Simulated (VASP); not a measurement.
# SnO2 (Amm2) in VASP: notebook

Runs on SnO2. Level: r2SCAN. Tasks: single point.

Program: VASP 6.6.1. These are calculated values, not measurements. Logs are shortened: lines on timing, memory, paths and dates and some standing lists are left out, and cuts for length are marked.

### Step 1. The cell of the first run

The structure is orthorhombic, space group Amm2 (No. 38). The conventional cell has a = 3.186 Å, b = 6.700 Å, c = 6.700 Å, α = 90.00°, β = 90.00°, γ = 90.00°. Sn (site symmetry mm2) has 6 O at 1.79 to 2.31 Å within 2.4 Å. Sn (site symmetry mm2) has 6 O at 2.05 to 2.06 Å within 2.7 Å. Within 2.4 Å of O (site symmetry mm2) lie 3 Sn at 1.79 to 2.06 Å. Within 2.7 Å of O (site symmetry m) lie 3 Sn at 2.05 to 2.07 Å and 1 O at 2.60 Å. O (site symmetry mm2) has 3 Sn at 2.06 to 2.31 Å and 1 O at 2.60 Å within 2.7 Å.

### Step 2. Single point, r2SCAN (atom 1 (Sn) moved +0.263 Å towards its neighbour atom 3 (O) at 2.048 Å)

The input, POSCAR:

```
SnO2
1.0
    4.7373500000      0.0000000000      0.0000000000
    0.0000000000      4.7373500000      0.0000000000
    0.0000000000      0.0000000000      3.1864000000
Sn O
2 4
Direct
    0.0391812997      0.0391812997      0.0000000000
    0.5000000000      0.5000000000      0.5000000000
    0.3056200000      0.3056200000      0.0000000000
    0.1943800000      0.8056200000      0.5000000000
    0.6943800000      0.6943800000      0.0000000000
    0.8056200000      0.1943800000      0.5000000000
```

The input, INCAR.step1:

```
SYSTEM = SnO2
PREC     = Accurate       ! precision mode
ENCUT    = 520            ! plane-wave cutoff, eV
ISMEAR   = 0              ! smearing method
SIGMA    = 0.05           ! smearing width, eV
LREAL    = .FALSE.        ! projectors in reciprocal space
LASPH    = .TRUE.         ! aspherical terms in the spheres
NELM     = 60             ! most SCF steps
NBANDS   = 35             ! bands
GGA      = PE             ! functional
ALGO     = Normal         ! electronic algorithm
EDIFF    = 1E-4           ! SCF threshold, eV
LWAVE    = .TRUE.         ! write WAVECAR
LCHARG   = .FALSE.        ! write CHGCAR
```

The input, INCAR.step2:

```
SYSTEM = SnO2
PREC     = Accurate       ! precision mode
ENCUT    = 520            ! plane-wave cutoff, eV
EDIFF    = 1E-6           ! SCF threshold, eV
ISMEAR   = 0              ! smearing method
SIGMA    = 0.05           ! smearing width, eV
LREAL    = .FALSE.        ! projectors in reciprocal space
LASPH    = .TRUE.         ! aspherical terms in the spheres
NELM     = 60             ! most SCF steps
ALGO     = Normal         ! electronic algorithm
ISIF     = 2              ! what is computed and relaxed
LWAVE    = .FALSE.        ! write WAVECAR
LCHARG   = .TRUE.         ! write CHGCAR
METAGGA  = R2SCAN         ! meta-GGA
LMIXTAU  = .TRUE.       
LELF     = .TRUE.         ! ELF
LVHAR    = .TRUE.       
NBANDS   = 35             ! bands
ISTART   = 1
```

The input, KPOINTS:

```
Automatic mesh
0
G
  6 6 8
  0 0 0
```

Potentials or basis: VASP PAW PBE potentials, release 64 (Sn_d, O).

Command:

```console
cat potpaw_PBE.64/Sn_d/POTCAR potpaw_PBE.64/O/POTCAR > POTCAR
cp INCAR.step1 INCAR
mpirun -np 1 vasp_std > vasp.out
cp INCAR.step2 INCAR
mpirun -np 1 vasp_std > vasp.out
```

OUTCAR:

```text
SYSTEM = SnO2
   PREC = Accurate
   ENCUT = 520
   EDIFF = 1E-6
   ISMEAR = 0
   LREAL = .FALSE.
   LASPH = .TRUE.
   NELM = 60
   ISIF = 2
   METAGGA = R2SCAN
   ISTART = 1

 ion  position               nearest neighbor table
   1  0.039  0.039  0.000-   3 1.79   4 2.07   6 2.07   4 2.07   6 2.07   5 2.31   2 3.47   2 3.47
                             2 3.72   2 3.72   2 3.72   2 3.72
   2  0.500  0.500  0.500-   4 2.05   6 2.05   5 2.06   3 2.06   3 2.06   5 2.06   1 3.47   1 3.47
                             1 3.72   1 3.72   1 3.72   1 3.72
   3  0.306  0.306  0.000-   1 1.79   2 2.06   2 2.06
   4  0.194  0.806  0.500-   2 2.05   1 2.07   1 2.07
   5  0.694  0.694  0.000-   2 2.06   2 2.06   1 2.31
   6  0.806  0.194  0.500-   2 2.05   1 2.07   1 2.07

  LATTYP: Found a simple tetragonal cell.
 ALAT       =     4.7373500000
 C/A-ratio  =     0.6726123255

  Lattice vectors:

 A1 = (   4.7373500000,   0.0000000000,   0.0000000000)
 A2 = (   0.0000000000,   4.7373500000,   0.0000000000)
 A3 = (   0.0000000000,   0.0000000000,   3.1864000000)

Analysis of symmetry for initial positions (statically):
=====================================================================
 Subroutine PRICEL returns:
 Original cell was already a primitive cell.

 Routine SETGRP: Setting up the symmetry group for a
 simple tetragonal supercell.

 Subroutine GETGRP returns: Found  4 space group operations
 (whereof  4 operations were pure point group operations)
 out of a pool of 16 trial point group operations.

The static configuration has the point symmetry C_2v.

Analysis of symmetry for dynamics (positions and initial velocities):
=====================================================================
 Subroutine PRICEL returns:
 Original cell was already a primitive cell.

 Routine SETGRP: Setting up the symmetry group for a
 simple tetragonal supercell.

 Subroutine GETGRP returns: Found  4 space group operations
 (whereof  4 operations were pure point group operations)
 out of a pool of 16 trial point group operations.

The dynamic configuration has the point symmetry C_2v.

 Subroutine INISYM returns: Found  4 space group operations
 (whereof  4 operations are pure point group operations),
 and found     1 'primitive' translations

[... 102 lines left out ...]
   EDIFF  = 0.1E-05   stopping-criterion for ELM
   LREAL  =      F    real-space projection
   EDIFFG = 0.1E-04   stopping-criterion for IOM
   NSW    =      0    number of steps for IOM
   IBRION =     -1    ionic relax: 0-MD 1-quasi-New 2-CG
   NFREE  =      0    steps in history (QN), initial steepest desc. (CG)
   ISIF   =      2    stress and relaxation
   ISYM   =      2    0-nonsym 1-usesym 2-fastsym
   POTIM  = 0.5000    time-step for ionic-motion
   TEBEG  =    0.0;   TEEND  =   0.0 temperature during run
   PSTRESS=    0.0 pullay stress
   NELECT =      52.0000    total number of electrons
   NUPDOWN=      -1.0000    fix difference up-down
   EMIN   =  10.00;   EMAX   =-10.00  energy-range for DOS
   EFERMI =   0.00;   METHOD = LEGACY
   ISMEAR =     0;   SIGMA  =   0.05  broadening in eV -4-tet -1-fermi 0-gaus
   EFERMI_NEDOS =   21; number of points for ismear=-14 and -15
   IALGO  =     38    algorithm
   IMIX   =      4    mixing-type and parameters
     AMIX     =   0.40;   BMIX     =  1.00
     AMIX_MAG =   1.60;   BMIX_MAG =  1.00
  volume/ion in A,a.u.               =      11.92        80.43
  Fermi-wavevector in a.u.,A,eV,Ry     =   1.472150  2.781961 29.486913  2.167227
  Thomas-Fermi vector in A             =   2.587200
   LORBIT       =      0    0 simple, 1 ext, 2 COOP (PROOUT), +10 PAW based schemes
   METAGGA = R2SCAN    functional components
   LHFCALC =     F    Hartree Fock is set to
   AEXX    =    0.0000 exact exchange contribution
   IVDW    =     0    specifies the selected vdW correction
   LEPSILON=     F    determine dielectric tensor
   LRPA    =     F    only Hartree local field effects (RPA)
 non-spin polarized calculation
 Gauss-broadening in eV      SIGMA  =   0.05
  energy-cutoff  :      520.00
  volume of cell :       71.51
 maximum number of plane-waves:      1992
   NGX = 17   NGY = 17   NGZ = 11

 number of electron      51.9999990 magnetization

 Free energy of the ion-electron system (eV)
  ---------------------------------------------------
  ext. energy  EPLUGINS =         0.00000000
  ---------------------------------------------------
  free energy    TOTEN  =       -83.57735962 eV

  energy without entropy =      -83.57735962  energy(sigma->0) =      -83.57735962

 E-fermi :   6.3689     XC(G=0): -12.0411

 val. band max:        6.0553381132   @ k =   0.0000   0.0000   0.0000
 cond. band min:       7.6178044422   @ k =   0.0000   0.0000   0.0000
 fundamental gap:      1.5624663289
 Fermi energy:         6.3689293813

 k-point     1 :       0.0000    0.0000    0.0000
  band No.  band energies     occupation
      1     -16.6299      2.00000
      2     -15.1458      2.00000
      3     -15.0524      2.00000
      4     -14.8094      2.00000
      5     -14.7849      2.00000
      6     -14.7773      2.00000
[... 901 lines left out ...]
     34      18.9281      0.00000
     35      19.1113      0.00000

 [... further k-points ...]

------------------------ aborting loop because EDIFF is reached ----------------------------------------

  FORCE on cell =-STRESS in cart. coord.  units (eV):
  Direction    XX          YY          ZZ          XY          YZ          ZX
  --------------------------------------------------------------------------------------
  -------------------------------------------------------------------------------------
  Total        5.9115371      5.9115371      1.8673420      5.2229213      0.0000000      0.0000000
  in kB      132.4462808    132.4462808     41.8372567    117.0180412      0.0000000      0.0000000
  external PRESSURE =     102.2432728 kB  Pullay stress =       0.0000000 kB

 VOLUME and BASIS-vectors are now :
 -----------------------------------------------------------------------------
  energy-cutoff  :      520.00
  volume of cell :       71.51
      direct lattice vectors                 reciprocal lattice vectors
     4.737350000  0.000000000  0.000000000     0.211088478  0.000000000  0.000000000
     0.000000000  4.737350000  0.000000000     0.000000000  0.211088478  0.000000000
     0.000000000  0.000000000  3.186400000     0.000000000  0.000000000  0.313833794

 POSITION                                       TOTAL-FORCE (eV/Angst)
 -----------------------------------------------------------------------------------
      0.18562      0.18562      0.00000        -6.311415     -6.311415      0.000000
      2.36868      2.36868      1.59320         1.841524      1.841524      0.000000
      1.44783      1.44783      0.00000         3.811554      3.811554      0.000000
      0.92085      3.81650      1.59320         0.055246      0.307932      0.000000
      3.28952      3.28952      0.00000         0.295159      0.295159      0.000000
      3.81650      0.92085      1.59320         0.307932      0.055246      0.000000
 -----------------------------------------------------------------------------------
    total drift:                               -0.004514     -0.004514     -0.000005

  FREE ENERGIE OF THE ION-ELECTRON SYSTEM (eV)
  ---------------------------------------------------
  free  energy   TOTEN  =       -83.5773596170 eV

  energy  without entropy=      -83.5773596170  energy(sigma->0) =      -83.57735962
```

Run time: 2.7 min. Hardware: 1 thread of Intel Xeon 6975P-C (Granite Rapids), shared host; peak memory 0.26 GiB.

What came out:

```yaml
Free_energy: -83.5774 eV
Pressure: 10.2 GPa
Largest_force: 8.926 eV/Å
Band_gap_on_the_k_mesh: 1.56 eV
```

Forces in eV/Å, atoms in the order of the input:
```
Sn  -6.311 -6.311  0.000
Sn   1.842  1.842  0.000
O    3.812  3.812  0.000
O    0.055  0.308  0.000
O    0.295  0.295  0.000
O    0.308  0.055  0.000
```

Levels at points of the mesh, in eV from the valence-band top:
| k point | band 24 | band 25 | band 26 | band 27 | band 28 | band 29 |
| --- | --- | --- | --- | --- | --- | --- |
| (0.00, 0.00, 0.00) | -1.19 | -0.89 | 0.00 | 1.56 | 6.25 | 6.87 |
| (0.50, 0.00, 0.00) | -1.42 | -1.08 | -0.40 | 4.62 | 4.82 | 7.37 |
| (0.50, 0.50, 0.00) | -1.30 | -1.26 | -0.88 | 5.16 | 5.18 | 7.92 |
| (0.00, 0.00, 0.50) | -1.96 | -1.60 | -0.97 | 6.59 | 6.61 | 9.82 |
| (0.50, 0.00, 0.50) | -1.31 | -0.88 | -0.60 | 6.81 | 6.85 | 8.45 |
| (0.50, 0.50, 0.50) | -1.19 | -1.12 | -0.51 | 5.21 | 5.29 | 9.25 |

Caveat: the cell differs from its parent crystal (atom 1 (Sn) moved +0.263 Å towards its neighbour atom 3 (O) at 2.048 Å); the cell stands under pressure; the PAW data sets were made with another functional, which shifts forces and pressure a little; spin-orbit coupling is left out, which moves the levels of the heavy elements.

### Step 3. Single point, r2SCAN (atom 1 (Sn) moved +0.188 Å towards its neighbour atom 3 (O) at 2.048 Å)

POSCAR, as its differences from that of step 2:

```diff
@@ -8,3 +8,3 @@
 Direct
-    0.0391812997      0.0391812997      0.0000000000
+    0.0279866426      0.0279866426      0.0000000000
     0.5000000000      0.5000000000      0.5000000000
```

The input, INCAR.step1:

```
SYSTEM = SnO2
PREC = Accurate ; ENCUT = 520
ISMEAR = 0 ; SIGMA = 0.05
LREAL = .False. ; LASPH = .True.
NELM = 100 ; NBANDS = 35
GGA = PE ; ALGO = Normal
EDIFF = 1E-4 ; LWAVE = .True.
LCHARG = .False.
```

The input, INCAR.step2:

```
SYSTEM = SnO2
PREC = Accurate ; ENCUT = 520
EDIFF = 1E-6 ; ISMEAR = 0
SIGMA = 0.05 ; LREAL = .False.
LASPH = .True. ; NELM = 100
ALGO = Normal ; ISIF = 2
LWAVE = .False. ; LCHARG = .False.
METAGGA = R2SCAN ; LMIXTAU = .True.
NBANDS = 35 ; ISTART = 1
```

The input, KPOINTS:

```
Automatic mesh
0
Gamma
  6 6 8
  0 0 0
```

Potentials or basis: VASP PAW PBE potentials, release 64 (Sn_d, O).

Command:

```console
cat potpaw_PBE.64/Sn_d/POTCAR potpaw_PBE.64/O/POTCAR > POTCAR
cp INCAR.step1 INCAR
mpirun -np 1 vasp_std > vasp.out
cp INCAR.step2 INCAR
mpirun -np 1 vasp_std > vasp.out
```

OUTCAR:

```text
SYSTEM = SnO2
   PREC = Accurate
   ENCUT = 520
   EDIFF = 1E-6
   ISMEAR = 0
   LREAL = .False.
   LASPH = .True.
   NELM = 100
   ISIF = 2
   METAGGA = R2SCAN
   ISTART = 1

 ion  position               nearest neighbor table
   1  0.028  0.028  0.000-   3 1.86   4 2.07   6 2.07   4 2.07   6 2.07   5 2.24   2 3.54   2 3.54
                             2 3.71   2 3.71   2 3.71   2 3.71
   2  0.500  0.500  0.500-   4 2.05   6 2.05   5 2.06   3 2.06   3 2.06   5 2.06   1 3.54   1 3.54
                             1 3.71   1 3.71   1 3.71   1 3.71
   3  0.306  0.306  0.000-   1 1.86   2 2.06   2 2.06
   4  0.194  0.806  0.500-   2 2.05   1 2.07   1 2.07
   5  0.694  0.694  0.000-   2 2.06   2 2.06   1 2.24
   6  0.806  0.194  0.500-   2 2.05   1 2.07   1 2.07

  LATTYP: Found a simple tetragonal cell.
 ALAT       =     4.7373500000
 C/A-ratio  =     0.6726123255

  Lattice vectors:

 A1 = (   4.7373500000,   0.0000000000,   0.0000000000)
 A2 = (   0.0000000000,   4.7373500000,   0.0000000000)
 A3 = (   0.0000000000,   0.0000000000,   3.1864000000)

Analysis of symmetry for initial positions (statically):
[... 186 lines left out ...]
 Fermi energy:         6.2167349254

 k-point     1 :       0.0000    0.0000    0.0000
  band No.  band energies     occupation
      1     -16.2902      2.00000
      2     -15.0826      2.00000
      3     -14.9675      2.00000
      4     -14.7866      2.00000
      5     -14.7746      2.00000
      6     -14.7595      2.00000
[... 901 lines left out ...]
     34      18.9452      0.00000
     35      19.0533      0.00000

 [... further k-points ...]

------------------------ aborting loop because EDIFF is reached ----------------------------------------

  FORCE on cell =-STRESS in cart. coord.  units (eV):
  Direction    XX          YY          ZZ          XY          YZ          ZX
  --------------------------------------------------------------------------------------
  -------------------------------------------------------------------------------------
  Total        3.8105270      3.8105270      2.0369189      2.6333490      0.0000000      0.0000000
  in kB       85.3737567     85.3737567     45.6365796     58.9994238      0.0000000      0.0000000
  external PRESSURE =      72.1280310 kB  Pullay stress =       0.0000000 kB

 VOLUME and BASIS-vectors are now :
 -----------------------------------------------------------------------------
  energy-cutoff  :      520.00
  volume of cell :       71.51
      direct lattice vectors                 reciprocal lattice vectors
     4.737350000  0.000000000  0.000000000     0.211088478  0.000000000  0.000000000
     0.000000000  4.737350000  0.000000000     0.000000000  0.211088478  0.000000000
     0.000000000  0.000000000  3.186400000     0.000000000  0.000000000  0.313833794

 POSITION                                       TOTAL-FORCE (eV/Angst)
 -----------------------------------------------------------------------------------
      0.13258      0.13258      0.00000        -3.992446     -3.992446      0.000000
      2.36868      2.36868      1.59320         1.310212      1.310212      0.000000
      1.44783      1.44783      0.00000         2.068342      2.068342      0.000000
      0.92085      3.81650      1.59320         0.064805      0.179265      0.000000
      3.28952      3.28952      0.00000         0.369823      0.369823      0.000000
      3.81650      0.92085      1.59320         0.179265      0.064805      0.000000
 -----------------------------------------------------------------------------------
    total drift:                               -0.003368     -0.003368      0.000000

  FREE ENERGIE OF THE ION-ELECTRON SYSTEM (eV)
  ---------------------------------------------------
  free  energy   TOTEN  =       -84.1177281916 eV

  energy  without entropy=      -84.1177281916  energy(sigma->0) =      -84.11772819
```

OUTCAR.step1:

```text
SYSTEM = SnO2
   PREC = Accurate
   ENCUT = 520
   ISMEAR = 0
   LREAL = .False.
   LASPH = .True.
   NELM = 100
[... 1150 lines left out ...]
      0.92085      3.81650      1.59320         0.027722      0.113906      0.000000
      3.28952      3.28952      0.00000         0.430271      0.430271      0.000000
      3.81650      0.92085      1.59320         0.113906      0.027722      0.000000
 -----------------------------------------------------------------------------------
    total drift:                               -0.000885     -0.000885      0.000000

  FREE ENERGIE OF THE ION-ELECTRON SYSTEM (eV)
  ---------------------------------------------------
  free  energy   TOTEN  =       -36.6898470502 eV

  energy  without entropy=      -36.6898470502  energy(sigma->0) =      -36.68984705
```

Run time: 2.8 min. Hardware: 1 thread of Intel Xeon 6975P-C (Granite Rapids), shared host; peak memory 0.26 GiB.

What came out:

```
Free energy            : -84.1177 eV
Pressure               : 7.2 GPa
Largest force          : 5.646 eV/Å
Band gap on the k mesh : 1.72 eV
```

Forces in eV/Å, atoms in the order of the input:
```
Sn  -3.992 -3.992  0.000
Sn   1.310  1.310  0.000
O    2.068  2.068  0.000
O    0.065  0.179  0.000
O    0.370  0.370  0.000
O    0.179  0.065  0.000
```

Stress tensor (GPa, compression positive):
```
8.54 5.90 0.00
5.90 8.54 0.00
0.00 0.00 4.56
```

Caveat: the cell differs from its parent crystal (atom 1 (Sn) moved +0.188 Å towards its neighbour atom 3 (O) at 2.048 Å); the cell stands under pressure; the PAW data sets were made with another functional, which shifts forces and pressure a little; spin-orbit coupling is left out, which moves the levels of the heavy elements.
